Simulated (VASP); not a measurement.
# HfSn2Se6 (P1) in VASP: relaxation of cell and atoms with PBE

Aim: the relaxation of cell and atoms of HfSn2Se6 with PBE.

Everything below comes from runs of VASP 6.6.1. Logs are shortened: lines on timing, memory, paths and dates and some standing lists are left out, and cuts for length are marked.

## (1) The cell of the first run

The typed cell holds 9 atoms: a = 6.873 Å, b = 6.559 Å, c = 6.876 Å, α = 91.17°, β = 89.25°, γ = 119.93°.

## (2) Relaxation of cell and atoms, PBE

File INCAR:

```
ALGO = Normal
EDIFF = 1E-7
EDIFFG = -0.025
ENCUT = 600
GGA = PE
IBRION = 2
ISIF = 3
ISMEAR = 0
LASPH = True
LCHARG = False
LREAL = False
LWAVE = False
NELM = 80
NSW = 80
PREC = Accurate
SIGMA = 0.1
```

File KPOINTS:

```
k-points
0
Gamma
  3 3 2
```

File POSCAR:

```
HfSn2Se6
1.0
    6.8724476230      0.0972017863      0.0441300039
   -3.3520445953      5.6372815474     -0.0662340844
    0.0468413834     -0.0541356671      6.8757014210
Hf Sn Se
1 2 6
Direct
   -0.0076834051     -0.0055174244     -0.0092347929
    0.6774290094      0.3320116682      0.0118102826
    0.3027956750      0.6187474163      0.0085305462
    0.3338834488      0.3544239311      0.7620350871
    1.0317216427      0.6900065442      0.7734178095
    0.6652308545     -0.0128526993      0.7772558258
    1.0112770508      0.3606402082      0.2205801432
    0.6653348879      0.6607326977      0.2172022783
    0.3200108360      0.0018076580      0.2384028201
```

Potentials or basis: VASP PAW PBE potentials, release 64 (Hf_pv, Sn_d, Se).

On the command line:

```console
$ cat potpaw_PBE.64/Hf_pv/POTCAR potpaw_PBE.64/Sn_d/POTCAR potpaw_PBE.64/Se/POTCAR > POTCAR
$ mpirun -np 1 vasp_std > vasp.out
```

OUTCAR:

```text
EDIFF = 1E-7
   EDIFFG = -0.025
   ENCUT = 600
   GGA = PE
   IBRION = 2
   ISIF = 3
   ISMEAR = 0
   LASPH = True
   LREAL = False
   NELM = 80
   NSW = 80
   PREC = Accurate

 ion  position               nearest neighbor table
   1  0.992  0.994  0.991-   5 2.59   6 2.68   8 2.72   7 2.80   9 2.82   4 2.84   3 3.55   2 3.77
                             2 3.79
   2  0.677  0.332  0.012-   8 2.59   7 2.65   6 2.72   9 2.81   5 2.91   4 3.00   3 3.73   1 3.77
                             1 3.79
   3  0.303  0.619  0.009-   7 2.38   4 2.48   5 2.70   8 2.78   9 2.89   6 2.94   1 3.55   2 3.73

   4  0.334  0.354  0.762-   3 2.48   1 2.84   2 3.00
   5  0.032  0.690  0.773-   1 2.59   3 2.70   2 2.91
   6  0.665  0.987  0.777-   1 2.68   2 2.72   3 2.94
   7  0.011  0.361  0.221-   3 2.38   2 2.65   1 2.80
   8  0.665  0.661  0.217-   2 2.59   1 2.72   3 2.78
   9  0.320  0.002  0.238-   2 2.81   1 2.82   3 2.89

  LATTYP: Found a triclinic cell.
 ALAT       =     6.5589277453
 B/A-ratio  =     1.0259138471
 C/A-ratio  =     1.0483533821
 COS(alpha) =     0.0064303223
 COS(beta)  =     0.0203460054
 COS(gamma) =     0.4651211645

  Lattice vectors:

 A1 = (  -3.3520445953,   5.6372815474,  -0.0662340844)
 A2 = (   3.5204030277,   5.7344833337,  -0.0221040805)
 A3 = (  -0.0468413834,   0.0541356671,  -6.8757014210)

Analysis of symmetry for initial positions (statically):
=====================================================================
 Subroutine PRICEL returns:
 Original cell was already a primitive cell.

 Routine SETGRP: Setting up the symmetry group for a
 triclinic supercell.

 Subroutine GETGRP returns: Found  1 space group operations
 (whereof  1 operations were pure point group operations)
 out of a pool of  2 trial point group operations.

The static configuration has the point symmetry C_1 .

Analysis of symmetry for dynamics (positions and initial velocities):
=====================================================================
 Subroutine PRICEL returns:
 Original cell was already a primitive cell.

 Routine SETGRP: Setting up the symmetry group for a
 triclinic supercell.

 Subroutine GETGRP returns: Found  1 space group operations
 (whereof  1 operations were pure point group operations)
 out of a pool of  2 trial point group operations.

The dynamic configuration has the point symmetry C_1 .

 Subroutine INISYM returns: Found  1 space group operations
 (whereof  1 operations are pure point group operations),
 and found     1 'primitive' translations

[... 96 lines left out ...]
   NSW    =     80    number of steps for IOM
   IBRION =      2    ionic relax: 0-MD 1-quasi-New 2-CG
   NFREE  =      1    steps in history (QN), initial steepest desc. (CG)
   ISIF   =      3    stress and relaxation
   ISYM   =      2    0-nonsym 1-usesym 2-fastsym
   POTIM  = 0.5000    time-step for ionic-motion
   TEBEG  =    0.0;   TEEND  =   0.0 temperature during run
   PSTRESS=    0.0 pullay stress
   NELECT =      74.0000    total number of electrons
   NUPDOWN=      -1.0000    fix difference up-down
   EMIN   =  10.00;   EMAX   =-10.00  energy-range for DOS
   EFERMI =   0.00;   METHOD = LEGACY
   ISMEAR =     0;   SIGMA  =   0.10  broadening in eV -4-tet -1-fermi 0-gaus
   EFERMI_NEDOS =   21; number of points for ismear=-14 and -15
   IALGO  =     38    algorithm
   IMIX   =      4    mixing-type and parameters
     AMIX     =   0.40;   BMIX     =  1.00
     AMIX_MAG =   1.60;   BMIX_MAG =  1.00
  volume/ion in A,a.u.               =      29.84       201.39
  Fermi-wavevector in a.u.,A,eV,Ry     =   1.065260  2.013050 15.439609  1.134779
  Thomas-Fermi vector in A             =   2.200806
   LORBIT       =      0    0 simple, 1 ext, 2 COOP (PROOUT), +10 PAW based schemes
   GGA     = PE    functional components
   LHFCALC =     F    Hartree Fock is set to
   AEXX    =    0.0000 exact exchange contribution
   IVDW    =     0    specifies the selected vdW correction
   LEPSILON=     F    determine dielectric tensor
   LRPA    =     F    only Hartree local field effects (RPA)
 conjugate gradient relaxation of ions
 non-spin polarized calculation
 Gauss-broadening in eV      SIGMA  =   0.10
  energy-cutoff  :      600.00
  volume of cell :      268.59
 maximum number of plane-waves:      8997
   NGX = 27   NGY = 27   NGZ = 27

--------------------------------------- Ionic step        1  -------------------------------------------

 number of electron      73.9999996 magnetization

 Free energy of the ion-electron system (eV)
  ---------------------------------------------------
  ext. energy  EPLUGINS =         0.00000000
  ---------------------------------------------------
  free energy    TOTEN  =       -43.12155247 eV

  energy without entropy =      -43.12150935  energy(sigma->0) =      -43.12153091

------------------------ aborting loop because EDIFF is reached ----------------------------------------

  FORCE on cell =-STRESS in cart. coord.  units (eV):
  Direction    XX          YY          ZZ          XY          YZ          ZX
  --------------------------------------------------------------------------------------
  -------------------------------------------------------------------------------------
  Total        0.6197571      4.7332395      4.3708151     -0.1590137     -0.2583495     -1.5121819
  in kB        3.6969447     28.2344878     26.0725714     -0.9485405     -1.5410937     -9.0203931
  external PRESSURE =      19.3346679 kB  Pullay stress =       0.0000000 kB
[... 110 lines left out ...]
  FREE ENERGIE OF THE ION-ELECTRON SYSTEM (eV)
  ---------------------------------------------------
  free  energy   TOTEN  =       -43.7608449811 eV

  energy  without entropy=      -43.7606572134  energy(sigma->0) =      -43.76075110

[... ionic steps 4 to 28 ...]

--------------------------------------- Ionic step       29  -------------------------------------------

 number of electron      74.0000005 magnetization

------------------------ aborting loop because EDIFF is reached ----------------------------------------
[... 81 lines left out ...]
--------------------------------------- Ionic step       31  -------------------------------------------

 number of electron      74.0000006 magnetization

 Free energy of the ion-electron system (eV)
  ---------------------------------------------------
  ext. energy  EPLUGINS =         0.00000000
  ---------------------------------------------------
  free energy    TOTEN  =       -44.12996544 eV

  energy without entropy =      -44.12996385  energy(sigma->0) =      -44.12996464

 E-fermi :   2.2394     XC(G=0):  -8.4666

 val. band max:        1.9418323932   @ k =   0.0000   0.0000   0.0000
 cond. band min:       2.5276271469   @ k =   0.0000   0.0000   0.0000
 fundamental gap:      0.5857947537
 Fermi energy:         2.2393996903

 k-point     1 :       0.0000    0.0000    0.0000
  band No.  band energies     occupation
      1     -29.0723      2.00000
      2     -29.0714      2.00000
      3     -29.0344      2.00000
      4     -19.2520      2.00000
      5     -19.2519      2.00000
      6     -19.2419      2.00000
[... 495 lines left out ...]
  FREE ENERGIE OF THE ION-ELECTRON SYSTEM (eV)
  ---------------------------------------------------
  free  energy   TOTEN  =       -44.1299654351 eV

  energy  without entropy=      -44.1299638484  energy(sigma->0) =      -44.12996464

 reached required accuracy - stopping structural energy minimisation
```

OSZICAR:

```text
N       E                     dE             d eps       ncg     rms          rms(c)
DAV:   1     0.752217583222E+03    0.75222E+03   -0.35494E+04   880   0.191E+03
DAV:   2     0.909029078753E+02   -0.66131E+03   -0.64546E+03   896   0.475E+02
DAV:   3    -0.364788996456E+02   -0.12738E+03   -0.12415E+03  1032   0.182E+02
DAV:   4    -0.452143773151E+02   -0.87355E+01   -0.86348E+01  1056   0.483E+01
[... 328 lines left out ...]
DAV:   3    -0.441300549324E+02    0.26055E-03   -0.56223E-04  1168   0.163E-01    0.611E-02
DAV:   4    -0.441299710873E+02    0.83845E-04   -0.16803E-04  1144   0.840E-02    0.234E-02
DAV:   5    -0.441299662460E+02    0.48413E-05   -0.36120E-05  1184   0.342E-02    0.154E-02
DAV:   6    -0.441299655185E+02    0.72755E-06   -0.34262E-06  1056   0.112E-02    0.602E-03
DAV:   7    -0.441299654351E+02    0.83430E-07   -0.51028E-07   888   0.411E-03
  31 F= -.44129965E+02 E0= -.44129965E+02  d E =-.225106E-03
```

CONTCAR:

```text
HfSn2Se6
   1.00000000000000
     6.6889942572631771    0.0023706758054819    0.0471145761800104
    -3.3445834478569032    5.7882916387015735   -0.0209177955839671
     0.0480156578957306    0.0011398595667996    7.1458417221667139
  Hf              Sn              Se
     1     2     6
Direct
     0.0031428781485812    0.0021880906053705    0.9882666841721316
     0.6660572783384936    0.3330151114012673    0.0076107271806000
     0.3328838884681605    0.6665496118437132    0.0032132300939512
     0.3371295030556202    0.3324442289053324    0.7770637733838446
     0.0013251634259230    0.6657099158921683    0.7786254400084694
     0.6702085708144243    0.0017173285444702    0.7793986341458534
     0.9981607329304940    0.3273427738018548    0.2223046806100600
     0.6684394938585972    0.6730316362336488    0.2207991617491381
     0.3226524909597053    0.9980013027721881    0.2227176685559566

  0.00000000E+00  0.00000000E+00  0.00000000E+00
  0.00000000E+00  0.00000000E+00  0.00000000E+00
  0.00000000E+00  0.00000000E+00  0.00000000E+00
  0.00000000E+00  0.00000000E+00  0.00000000E+00
  0.00000000E+00  0.00000000E+00  0.00000000E+00
  0.00000000E+00  0.00000000E+00  0.00000000E+00
  0.00000000E+00  0.00000000E+00  0.00000000E+00
  0.00000000E+00  0.00000000E+00  0.00000000E+00
  0.00000000E+00  0.00000000E+00  0.00000000E+00
```

It took 43 min on 1 thread of Intel Xeon Platinum 8488C (Sapphire Rapids), shared host; peak memory 0.54 GiB.

What came out:

```yaml
Free_energy: -44.1300 eV
Relaxed_volume: 30.75 Å³/atom
Relaxed_cell: a = 6.689 Å, b = 6.685 Å, c = 7.146 Å, α = 90.36°, β = 89.21°, γ = 120.00°
Space_group_after_relaxing_to_0.1_Å: Cm (No. 8)
Energy_gained_by_relaxing: 112.0 meV/atom
Ionic_steps: 31
Pressure_after_relaxing: 0.0 GPa
Largest_force_after_relaxing: 0.020 eV/Å
Band_gap_on_the_k_mesh: 0.59 eV
```

Forces on the atoms (eV/Å):
```
Hf  -0.004 -0.003  0.002
Sn   0.009  0.000 -0.006
Sn  -0.001 -0.012  0.015
Se  -0.008  0.016  0.004
Se   0.010  0.001  0.008
Se   0.004 -0.013  0.001
Se  -0.007 -0.008 -0.014
Se   0.011  0.007 -0.004
Se  -0.014  0.013 -0.007
```

Step by step:
```
step  energy change (eV)  largest force (eV/Å)  pressure (GPa)  volume (Å³)
   1              0.0000                3.5947            1.93       268.59
   2             -0.6306                0.9156           -2.65       282.77
   3             -0.6393                0.8956           -2.22       280.89
   4             -0.8836                0.5824            0.54       267.64
   5             -0.8852                0.6067            0.81       266.56
   6             -0.9567                0.3730            0.20       268.42
   7             -0.9660                0.3961           -0.05       269.39
   8             -0.9897                0.2358           -0.06       269.38
   9             -0.9977                0.1487           -0.04       269.38
  10             -1.0013                0.0684            0.09       268.97
  11             -1.0016                0.0796            0.14       268.83
  12             -1.0026                0.0620           -0.12       270.08
  13             -1.0026                0.0498           -0.07       269.83
  14             -1.0034                0.0467            0.02       269.75
  15             -1.0034                0.0536            0.04       269.73
  16             -1.0041                0.0343            0.03       270.13
  17             -1.0046                0.0318            0.01       270.64
  18             -1.0043                0.0861           -0.01       271.65
  19             -1.0047                0.0464            0.00       270.98
  20             -1.0052                0.0398            0.01       271.34
  21             -1.0058                0.0306            0.03       271.94
  22             -1.0060                0.0719            0.05       273.14
  23             -1.0061                0.0524            0.04       272.64
  24             -1.0067                0.0409           -0.01       273.46
  25             -1.0072                0.0500           -0.10       274.88
  26             -1.0077                0.0366           -0.01       275.04
  27             -1.0078                0.0332            0.04       275.11
  28             -1.0078                0.0327            0.05       275.13
  29             -1.0080                0.0289            0.04       275.50
  30             -1.0082                0.0287            0.00       276.37
  31             -1.0084                0.0205            0.00       276.72
```

Final structure:
```cif
data_structure
_symmetry_space_group_name_H-M 'P 1'
_symmetry_Int_Tables_number 1
_cell_length_a 6.6892
_cell_length_b 6.6851
_cell_length_c 7.1460
_cell_angle_alpha 90.364
_cell_angle_beta 89.211
_cell_angle_gamma 120.000
_cell_volume 276.72
loop_
_atom_site_label
_atom_site_type_symbol
_atom_site_fract_x
_atom_site_fract_y
_atom_site_fract_z
_atom_site_occupancy
Hf1 Hf 0.00314 0.00219 0.98827 1
Sn1 Sn 0.66606 0.33302 0.00761 1
Sn2 Sn 0.33288 0.66655 0.00321 1
Se1 Se 0.33713 0.33244 0.77706 1
Se2 Se 0.00133 0.66571 0.77863 1
Se3 Se 0.67021 0.00172 0.77940 1
Se4 Se 0.99816 0.32734 0.22230 1
Se5 Se 0.66844 0.67303 0.22080 1
Se6 Se 0.32265 0.99800 0.22272 1
```

Caveat: the k points lie up to 0.44 Å⁻¹ apart in the final cell; semilocal functionals underestimate gaps, and a narrow one can read as zero; spin-orbit coupling is left out, which moves the levels of the heavy elements.
